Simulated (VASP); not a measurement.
# Al2O (P4_2/mmc) in VASP: further runs, part 2 of 2

VASP 6.6.1.

### Step 3. Relaxation of cell and atoms, PBE

This run uses another cell than the first one, of 14.46 Å³/atom, 0.799 times its volume.

Input file INCAR:

```
SYSTEM = Al2O
  PREC = Accurate
  ENCUT = 600
  EDIFF = 1E-6
  ISMEAR = 0
  SIGMA = 0.1
  LREAL = .FALSE.
  LASPH = .TRUE.
  NELM = 100
  ALGO = Normal
  ISIF = 3
  LWAVE = .FALSE.
  LCHARG = .FALSE.
  GGA = PE
  IBRION = 2
  NSW = 90
  EDIFFG = -0.04
```

Input file KPOINTS:

```
Automatic mesh
0
G
  4 4 4
  0 0 0
```

Input file POSCAR:

```
Al2O
1.0
    4.6023649400      0.0000000000      0.0000000000
    0.0000000000      4.6023649400      0.0000000000
    0.0000000000      0.0000000000      4.0957908400
Al O
4 2
Direct
    0.0000000000      0.0000000000      0.2500000000
    0.0000000000      0.0000000000      0.7500000000
    0.0000000000      0.5000000000      0.5000000000
    0.5000000000      0.0000000000      0.0000000000
    0.5000000000      0.5000000000      0.0000000000
    0.5000000000      0.5000000000      0.5000000000
```

Potentials or basis: VASP PAW PBE potentials, release 64 (Al, O).

On the command line:

```sh
> cat potpaw_PBE.64/Al/POTCAR potpaw_PBE.64/O/POTCAR > POTCAR
> mpirun -np 1 vasp_std > vasp.out
```

OUTCAR:

```text
SYSTEM = Al2O
   PREC = Accurate
   ENCUT = 600
   EDIFF = 1E-6
   ISMEAR = 0
   LREAL = .FALSE.
   LASPH = .TRUE.
   NELM = 100
   ISIF = 3
   GGA = PE
   IBRION = 2
   NSW = 90
   EDIFFG = -0.04

 ion  position               nearest neighbor table
   1  0.000  0.000  0.250-   2 2.05   2 2.05   4 2.52   3 2.52   3 2.52   4 2.52
   2  0.000  0.000  0.750-   1 2.05   1 2.05   4 2.52   3 2.52   3 2.52   4 2.52
   3  0.000  0.500  0.500-   6 2.30   6 2.30   1 2.52   1 2.52   2 2.52   2 2.52
   4  0.500  0.000  0.000-   5 2.30   5 2.30   1 2.52   2 2.52   1 2.52   2 2.52
   5  0.500  0.500  0.000-   4 2.30   4 2.30
   6  0.500  0.500  0.500-   3 2.30   3 2.30

  LATTYP: Found a simple tetragonal cell.
 ALAT       =     4.6023649400
 C/A-ratio  =     0.8899317836

  Lattice vectors:

 A1 = (   4.6023649400,   0.0000000000,   0.0000000000)
 A2 = (   0.0000000000,   4.6023649400,   0.0000000000)
 A3 = (   0.0000000000,   0.0000000000,   4.0957908400)

Analysis of symmetry for initial positions (statically):
=====================================================================
 Subroutine PRICEL returns:
 Original cell was already a primitive cell.

 Routine SETGRP: Setting up the symmetry group for a
 simple tetragonal supercell.

 Subroutine GETGRP returns: Found 16 space group operations
 (whereof  8 operations were pure point group operations)
 out of a pool of 16 trial point group operations.

The static configuration has the point symmetry D_2h.
 The point group associated with its full space group is D_4h.

Analysis of symmetry for dynamics (positions and initial velocities):
=====================================================================
 Subroutine PRICEL returns:
 Original cell was already a primitive cell.

 Routine SETGRP: Setting up the symmetry group for a
 simple tetragonal supercell.

 Subroutine GETGRP returns: Found 16 space group operations
 (whereof  8 operations were pure point group operations)
 out of a pool of 16 trial point group operations.

The dynamic configuration has the point symmetry D_2h.
 The point group associated with its full space group is D_4h.
[... 141 lines left out ...]

 number of electron      23.9999993 magnetization

 Free energy of the ion-electron system (eV)
  ---------------------------------------------------
  ext. energy  EPLUGINS =         0.00000000
  ---------------------------------------------------
  free energy    TOTEN  =       -21.19631171 eV

  energy without entropy =      -21.18532109  energy(sigma->0) =      -21.19081640

------------------------ aborting loop because EDIFF is reached ----------------------------------------

  FORCE on cell =-STRESS in cart. coord.  units (eV):
  Direction    XX          YY          ZZ          XY          YZ          ZX
  --------------------------------------------------------------------------------------
  -------------------------------------------------------------------------------------
  Total        0.4576778      0.4576778     24.9224859     -0.0000000      0.0000000      0.0000000
  in kB        8.4522152      8.4522152    460.2587634     -0.0000000      0.0000000      0.0000000
  external PRESSURE =     159.0543980 kB  Pullay stress =       0.0000000 kB
[... 101 lines left out ...]
  FREE ENERGIE OF THE ION-ELECTRON SYSTEM (eV)
  ---------------------------------------------------
  free  energy   TOTEN  =       -23.5549871572 eV

  energy  without entropy=      -23.5363576793  energy(sigma->0) =      -23.54567242

 E-fermi :   6.4327     XC(G=0): -10.1763

 val. band max:        6.4071829632   @ k =   0.5000   0.5000   0.5000
 cond. band min:       6.4409028646   @ k =   0.2500   0.0000   0.2500
 fundamental gap:      0.0337199015
 Fermi energy:         6.4327188148

 k-point     1 :       0.0000    0.0000    0.0000
  band No.  band energies     occupation
      1     -12.1361      2.00000
      2     -11.6136      2.00000
      3      -1.7609      2.00000
      4      -0.2425      2.00000
      5       0.8716      2.00000
      6       0.8716      2.00000
[... 319 lines left out ...]
      3      -1.0488      2.00000
      4      -1.0488      2.00000
      5       0.7660      2.00000
      6       0.7660      2.00000
[... 8 lines left out ...]
     15       9.0489      0.00000
     16       9.0489      0.00000

[... ionic steps 4 to 13 ...]

--------------------------------------- Ionic step       14  -------------------------------------------

 number of electron      23.9999970 magnetization

------------------------ aborting loop because EDIFF is reached ----------------------------------------
[... 75 lines left out ...]
--------------------------------------- Ionic step       16  -------------------------------------------

 number of electron      23.9999971 magnetization

 Free energy of the ion-electron system (eV)
  ---------------------------------------------------
  ext. energy  EPLUGINS =         0.00000000
  ---------------------------------------------------
  free energy    TOTEN  =       -25.90512959 eV

  energy without entropy =      -25.88097097  energy(sigma->0) =      -25.89305028

 E-fermi :   5.2375     XC(G=0):  -9.6312

 val. band max:        5.2304343568   @ k =   0.5000   0.2500   0.0000
 cond. band min:       5.2394665272   @ k =   0.5000   0.2500   0.2500
 fundamental gap:      0.0090321704
 Fermi energy:         5.2375115601

 k-point     1 :       0.0000    0.0000    0.0000
  band No.  band energies     occupation
      1     -13.2832      2.00000
      2     -13.1075      2.00000
      3      -2.2163      2.00000
      4      -1.4396      2.00000
      5      -0.2762      2.00000
      6      -0.2762      2.00000
[... 364 lines left out ...]
  FREE ENERGIE OF THE ION-ELECTRON SYSTEM (eV)
  ---------------------------------------------------
  free  energy   TOTEN  =       -25.9051295870 eV

  energy  without entropy=      -25.8809709685  energy(sigma->0) =      -25.89305028

 reached required accuracy - stopping structural energy minimisation
```

It took 4.3 min on 1 thread of Intel Xeon Platinum 8559C (Emerald Rapids), shared host; peak memory 0.24 GiB.

Results:

```yaml
Free_energy: -25.9051 eV
Relaxed_volume: 15.55 Å³/atom
Relaxed_cell: a = 3.733 Å, b = 3.733 Å, c = 6.695 Å, α = 90.00°, β = 90.00°, γ = 90.00°
Space_group_after_relaxing_to_0.05_Å: P4_2/mmc (No. 131)
Energy_gained_by_relaxing: 784.8 meV/atom
Ionic_steps: 16
Pressure_after_relaxing: 0.1 GPa
Band_gap_on_the_k_mesh: zero (band 12 reaches 7.92 eV, above the bottom of band 13 at 4.07 eV)
```

The path:
| step | energy change (eV) | largest force (eV/Å) | pressure (GPa) | volume (Å³) |
| --- | --- | --- | --- | --- |
| 1 | 0.0000 | 0.0000 | 15.91 | 86.76 |
| 2 | -2.3124 | 0.0000 | -4.32 | 104.91 |
| 3 | -2.3587 | 0.0000 | -5.76 | 107.39 |
| 4 | -2.3598 | 0.0000 | -8.09 | 112.36 |
| 5 | -2.3717 | 0.0000 | -7.09 | 110.07 |
| 6 | -3.1206 | 0.0000 | -1.60 | 100.62 |
| 7 | -3.5529 | 0.0000 | 20.19 | 81.99 |
| 8 | -3.7533 | 0.0000 | 9.46 | 88.69 |
| 9 | -4.1672 | 0.0000 | 8.90 | 88.80 |
| 10 | -4.4844 | 0.0000 | 7.60 | 87.06 |
| 11 | -4.5834 | 0.0000 | 7.66 | 87.94 |
| 12 | -4.5806 | 0.0000 | 7.57 | 87.71 |
| 13 | -4.7066 | 0.0000 | 0.72 | 92.68 |
| 14 | -4.7084 | 0.0000 | -0.13 | 93.39 |
| 15 | -4.7084 | 0.0000 | 0.00 | 93.28 |
| 16 | -4.7088 | 0.0000 | 0.06 | 93.29 |

Final structure:
```
CELL_PARAMETERS angstrom
3.73282 0.00000 0.00000
0.00000 3.73282 0.00000
0.00000 0.00000 6.69494
ATOMIC_POSITIONS crystal
Al 0.00000 0.00000 0.25000
Al 0.00000 0.00000 0.75000
Al 0.00000 0.50000 0.50000
Al 0.50000 0.00000 0.00000
O 0.50000 0.50000 0.00000
O 0.50000 0.50000 0.50000
```

Levels at points of the mesh, in eV from the Fermi level:
```csv
k point,band 9,band 10,band 11,band 12,band 13,band 14,band 15,band 16
"(0.00, 0.00, 0.00)",-3.44,-2.73,-1.12,2.68,2.68,2.72,2.82,3.90
"(0.50, 0.00, 0.00)",-2.99,-2.46,-2.36,-0.54,1.03,1.41,2.67,4.55
"(0.50, 0.50, 0.00)",-2.79,-2.29,-2.08,-1.17,-1.17,0.03,0.03,4.76
"(0.00, 0.00, 0.50)",-3.47,-3.47,0.36,0.36,2.63,2.63,3.52,3.52
"(0.50, 0.00, 0.50)",-3.00,-2.26,-1.97,0.01,0.13,0.77,1.57,3.46
"(0.50, 0.50, 0.50)",-3.09,-3.09,-0.52,-0.52,-0.36,-0.36,1.32,1.32
```

Caveat: the k points lie up to 0.42 Å⁻¹ apart in the final cell.

### Step 4. Single point, PBE, collinear spin, ferromagnetic start

This run uses another cell than the first one, of 14.46 Å³/atom, 0.799 times its volume.

Input file INCAR:

```
ALGO = Normal
EDIFF = 1E-6
ENCUT = 520
GGA = PE
ISIF = 2
ISMEAR = 0
ISPIN = 2
LASPH = True
LCHARG = True
LELF = True
LORBIT = 11
LREAL = False
LVHAR = True
LWAVE = False
MAGMOM = 0 0 0 0 1 1
NBANDS = 25
NELM = 150
PREC = Accurate
SIGMA = 0.1
```

Input file KPOINTS:

```
k-points
0
Gamma
  4 4 4
```

POSCAR is that of step 3.

On the command line:

```sh
> cat potpaw_PBE.64/Al/POTCAR potpaw_PBE.64/O/POTCAR > POTCAR
> mpirun -np 1 vasp_std > vasp.out
```

It took 48 s on 1 thread of Intel Xeon Platinum 8559C (Emerald Rapids), shared host; peak memory 0.23 GiB.

The run converged. Its results:

```
Free energy                                           : -21.1937 eV
Pressure                                              : 16.0 GPa
Band gap on the k mesh                                : zero (filled and empty bands overlap)
Net moment                                            : 0.00 μB per cell
Valence electrons inside the program's atomic spheres : Al 1.06, 0.74; O 4.77
```

Stress tensor (GPa, compression positive):
```
 0.90  0.00  0.00
 0.00  0.90  0.00
 0.00  0.00 46.08
```

Levels at points of the mesh, in eV from the Fermi level:
Spin up:
| k point | band 8 | band 9 | band 10 | band 11 | band 12 | band 13 | band 14 | band 15 | band 16 | band 17 |
| --- | --- | --- | --- | --- | --- | --- | --- | --- | --- | --- |
| (0.00, 0.00, 0.00) | -2.22 | -2.22 | -1.21 | -1.21 | -1.15 | -0.17 | 0.87 | 2.13 | 4.44 | 4.47 |
| (0.50, 0.00, 0.00) | -3.05 | -2.93 | -1.57 | -1.04 | -0.03 | 0.94 | 2.11 | 2.29 | 3.04 | 4.80 |
| (0.50, 0.50, 0.00) | -1.94 | -1.94 | -1.73 | -1.73 | 1.38 | 1.73 | 1.76 | 1.76 | 2.13 | 4.24 |
| (0.00, 0.00, 0.50) | -3.47 | -1.84 | -1.84 | -0.68 | -0.68 | -0.13 | -0.13 | 0.87 | 0.87 | 2.62 |
| (0.50, 0.00, 0.50) | -2.78 | -2.69 | -2.29 | -1.93 | -1.71 | -1.31 | 0.13 | 2.07 | 2.09 | 5.68 |
| (0.50, 0.50, 0.50) | -4.17 | -1.86 | -1.86 | -1.21 | -1.21 | 0.01 | 0.01 | 3.72 | 3.72 | 6.33 |
Spin down:
```
           k point  band 8  band 9  band 10  band 11  band 12  band 13  band 14  band 15  band 16  band 17
(0.00, 0.00, 0.00)   -2.22   -2.22    -1.21    -1.21    -1.15    -0.17     0.87     2.13     4.44     4.47
(0.50, 0.00, 0.00)   -3.05   -2.93    -1.57    -1.04    -0.03     0.94     2.11     2.29     3.04     4.80
(0.50, 0.50, 0.00)   -1.94   -1.94    -1.73    -1.73     1.38     1.73     1.76     1.76     2.13     4.24
(0.00, 0.00, 0.50)   -3.47   -1.84    -1.84    -0.68    -0.68    -0.13    -0.13     0.87     0.87     2.62
(0.50, 0.00, 0.50)   -2.78   -2.69    -2.29    -1.93    -1.71    -1.31     0.13     2.07     2.09     5.68
(0.50, 0.50, 0.50)   -4.17   -1.86    -1.86    -1.21    -1.21     0.01     0.01     3.72     3.72     6.33
```

Caveat: the k points lie up to 0.38 Å⁻¹ apart.

### Step 5. Relaxation of cell and atoms, PBE

Input file INCAR:

```
SYSTEM = Al2O
ALGO = Normal
EDIFF = 1E-6
EDIFFG = -0.04
ENCUT = 600
GGA = PE
IBRION = 2
ISIF = 3
ISMEAR = 0
LASPH = .True.
LCHARG = .False.
LREAL = .False.
LWAVE = .False.
NELM = 100
NSW = 90
PREC = Accurate
SIGMA = 0.1
```

Input file KPOINTS:

```
k-points
0
Gamma
  6 6 2
  0 0 0
```

POSCAR, as its differences from that of step 4:

```diff
@@ -2,5 +2,5 @@
 1.0
-    4.6023649400      0.0000000000      0.0000000000
-    0.0000000000      4.6023649400      0.0000000000
-    0.0000000000      0.0000000000      4.0957908400
+    3.4122220129      0.0000000000      0.0000000000
+    0.0000000000      3.4122220129      0.0000000000
+    0.0000000000      0.0000000000      9.3260798448
 Al O
```

Potentials or basis: VASP PAW PBE potentials, release 64 (Al, O).

On the command line:

```sh
> cat potpaw_PBE.64/Al/POTCAR potpaw_PBE.64/O/POTCAR > POTCAR
> mpirun -np 1 vasp_std > vasp.out
```

OUTCAR:

```text
SYSTEM = Al2O
   EDIFF = 1E-6
   EDIFFG = -0.04
   ENCUT = 600
   GGA = PE
   IBRION = 2
   ISIF = 3
   ISMEAR = 0
   LASPH = .True.
   LREAL = .False.
   NELM = 100
   NSW = 90
   PREC = Accurate

 ion  position               nearest neighbor table
   1  0.000  0.000  0.250-   3 2.89   4 2.89   3 2.89   4 2.89
   2  0.000  0.000  0.750-   3 2.89   4 2.89   3 2.89   4 2.89
   3  0.000  0.500  0.500-   6 1.71   6 1.71   1 2.89   1 2.89   2 2.89   2 2.89
   4  0.500  0.000  0.000-   5 1.71   5 1.71   1 2.89   2 2.89   1 2.89   2 2.89
   5  0.500  0.500  0.000-   4 1.71   4 1.71
   6  0.500  0.500  0.500-   3 1.71   3 1.71

  LATTYP: Found a simple tetragonal cell.
 ALAT       =     3.4122220129
 C/A-ratio  =     2.7331398161

  Lattice vectors:

 A1 = (   3.4122220129,   0.0000000000,   0.0000000000)
 A2 = (   0.0000000000,   3.4122220129,   0.0000000000)
 A3 = (   0.0000000000,   0.0000000000,   9.3260798448)

[... 183 lines left out ...]
 val. band max:        4.2156151517   @ k =   0.5000   0.1667   0.5000
 cond. band min:       4.2353437118   @ k =   0.5000   0.0000   0.5000
 fundamental gap:      0.0197285600
 Fermi energy:         4.2247618853

 k-point     1 :       0.0000    0.0000    0.0000
  band No.  band energies     occupation
      1     -14.9141      2.00000
      2     -14.8976      2.00000
      3      -2.9132      2.00000
      4      -2.4152      2.00000
      5      -1.6829      2.00000
      6      -1.6829      2.00000
[... 357 lines left out ...]
      3      -3.2954      2.00000
      4      -3.2954      2.00000
      5      -0.0673      2.00000
      6      -0.0673      2.00000
[... 8 lines left out ...]
     15       4.6013      0.00000
     16       4.6013      0.00000

------------------------ aborting loop because EDIFF is reached ----------------------------------------

  FORCE on cell =-STRESS in cart. coord.  units (eV):
  Direction    XX          YY          ZZ          XY          YZ          ZX
  --------------------------------------------------------------------------------------
  -------------------------------------------------------------------------------------
  Total        0.1697735      0.1697735     -0.1962594      0.0000000      0.0000000      0.0000000
  in kB        2.5049941      2.5049941     -2.8957922      0.0000000      0.0000000      0.0000000
  external PRESSURE =       0.7047320 kB  Pullay stress =       0.0000000 kB

 VOLUME and BASIS-vectors are now :
 -----------------------------------------------------------------------------
  energy-cutoff  :      600.00
  volume of cell :      108.59
      direct lattice vectors                 reciprocal lattice vectors
     3.412222013  0.000000000  0.000000000     0.293064166  0.000000000  0.000000000
     0.000000000  3.412222013  0.000000000     0.000000000  0.293064166  0.000000000
     0.000000000  0.000000000  9.326079845     0.000000000  0.000000000  0.107226189

 POSITION                                       TOTAL-FORCE (eV/Angst)
 -----------------------------------------------------------------------------------
      0.00000      0.00000      2.33152         0.000000      0.000000     -0.000000
      0.00000      0.00000      6.99456         0.000000      0.000000     -0.000000
      0.00000      1.70611      4.66304         0.000000      0.000000      0.000000
      1.70611      0.00000      0.00000         0.000000      0.000000      0.000000
      1.70611      1.70611      0.00000         0.000000      0.000000      0.000000
      1.70611      1.70611      4.66304         0.000000      0.000000      0.000000
 -----------------------------------------------------------------------------------
    total drift:                                0.000000      0.000000      0.000000

  FREE ENERGIE OF THE ION-ELECTRON SYSTEM (eV)
  ---------------------------------------------------
  free  energy   TOTEN  =       -29.0165411090 eV

  energy  without entropy=      -29.0037572860  energy(sigma->0) =      -29.01014920

 reached required accuracy - stopping structural energy minimisation
```

OSZICAR:

```text
N       E                     dE             d eps       ncg     rms          rms(c)
DAV:   1     0.109324190594E+03    0.10932E+03   -0.11203E+04   640   0.140E+03
DAV:   2    -0.223512723857E+02   -0.13168E+03   -0.12903E+03   880   0.236E+02
DAV:   3    -0.348208392258E+02   -0.12470E+02   -0.12397E+02   776   0.830E+01
DAV:   4    -0.349510051323E+02   -0.13017E+00   -0.13004E+00   792   0.946E+00
DAV:   5    -0.349529707953E+02   -0.19657E-02   -0.19653E-02   832   0.106E+00    0.137E+01
DAV:   6    -0.292140653007E+02    0.57389E+01   -0.35052E+01   680   0.439E+01    0.622E+00
DAV:   7    -0.290753507153E+02    0.13871E+00   -0.25189E+00   672   0.128E+01    0.260E+00
DAV:   8    -0.290200691157E+02    0.55282E-01   -0.27107E-01   744   0.433E+00    0.576E-01
DAV:   9    -0.290166375626E+02    0.34316E-02   -0.38031E-02   816   0.139E+00    0.210E-01
DAV:  10    -0.290166080343E+02    0.29528E-04   -0.12082E-02   776   0.656E-01    0.977E-02
DAV:  11    -0.290165340335E+02    0.74001E-04   -0.16424E-03   744   0.300E-01    0.412E-02
DAV:  12    -0.290165599475E+02   -0.25914E-04   -0.26281E-04   768   0.106E-01    0.371E-02
DAV:  13    -0.290165461679E+02    0.13780E-04   -0.25819E-04   712   0.112E-01    0.143E-02
DAV:  14    -0.290165416632E+02    0.45048E-05   -0.66072E-05   792   0.567E-02    0.641E-03
DAV:  15    -0.290165411090E+02    0.55416E-06   -0.41551E-06   680   0.150E-02
   1 F= -.29016541E+02 E0= -.29010149E+02  d E =-.290165E+02
```

CONTCAR:

```text
Al2O
   1.00000000000000
     3.4122220129000000    0.0000000000000000    0.0000000000000000
     0.0000000000000000    3.4122220129000000    0.0000000000000000
     0.0000000000000000    0.0000000000000000    9.3260798448000006
  Al              O
     4     2
Direct
     0.0000000000000000    0.0000000000000000    0.2500000000000000
     0.0000000000000000    0.0000000000000000    0.7500000000000000
     0.0000000000000000    0.5000000000000000    0.5000000000000000
     0.5000000000000000    0.0000000000000000    0.0000000000000000
     0.5000000000000000    0.5000000000000000    0.0000000000000000
     0.5000000000000000    0.5000000000000000    0.5000000000000000

  0.00000000E+00  0.00000000E+00  0.00000000E+00
  0.00000000E+00  0.00000000E+00  0.00000000E+00
  0.00000000E+00  0.00000000E+00  0.00000000E+00
  0.00000000E+00  0.00000000E+00  0.00000000E+00
  0.00000000E+00  0.00000000E+00  0.00000000E+00
  0.00000000E+00  0.00000000E+00  0.00000000E+00
```

It took 37 s on 1 thread of Intel Xeon Platinum 8559C (Emerald Rapids), shared host; peak memory 0.24 GiB.

What came out:

```
Free energy             : -29.0165 eV
Pressure after relaxing : 0.1 GPa
Band gap on the k mesh  : zero (band 12 reaches 5.12 eV, above the bottom of band 13 at 3.42 eV)
```

Final structure:
```yaml
crystal:
  lattice:
    - [3.41222, 0.00000, 0.00000]
    - [0.00000, 3.41222, 0.00000]
    - [0.00000, 0.00000, 9.32608]
  atoms:
    - { symbol: Al, position: [0.00000, 0.00000, 0.25000] }
    - { symbol: Al, position: [0.00000, 0.00000, 0.75000] }
    - { symbol: Al, position: [0.00000, 0.50000, 0.50000] }
    - { symbol: Al, position: [0.50000, 0.00000, 0.00000] }
    - { symbol: O, position: [0.50000, 0.50000, 0.00000] }
    - { symbol: O, position: [0.50000, 0.50000, 0.50000] }
```

Caveat: the relaxation stopped at its first step, so nothing moved.

### Step 6. Overview

```tsv
task	spin	cell	k mesh	cutoff (eV)	gap on the mesh (eV)	pressure (GPa)
single point	off	a = 3.412, b = 3.412, c = 9.326 Å, 6 atoms	6 × 6 × 2	520	none	0.2
relaxation of cell and atoms	off	relaxed from a = 4.602, b = 4.602, c = 4.096 Å, 6 atoms	4 × 4 × 4	600	none	0.1
single point	collinear, ferromagnetic start	a = 4.602, b = 4.602, c = 4.096 Å, 6 atoms	4 × 4 × 4	520	none	16.0
relaxation of cell and atoms	off	relaxed from a = 3.412, b = 3.412, c = 9.326 Å, 6 atoms	6 × 6 × 2	600	none	0.1
```

Alike in all rows: level PBE; potentials or basis VASP PAW PBE potentials, release 64 (Al, O); smearing gaussian 0.1 eV.

Caveats: some runs use coarse meshes; the relaxation stopped at its first step, so nothing moved (some runs).

Total energies depend on the potentials used, so only differences within one code and one set of settings carry meaning.
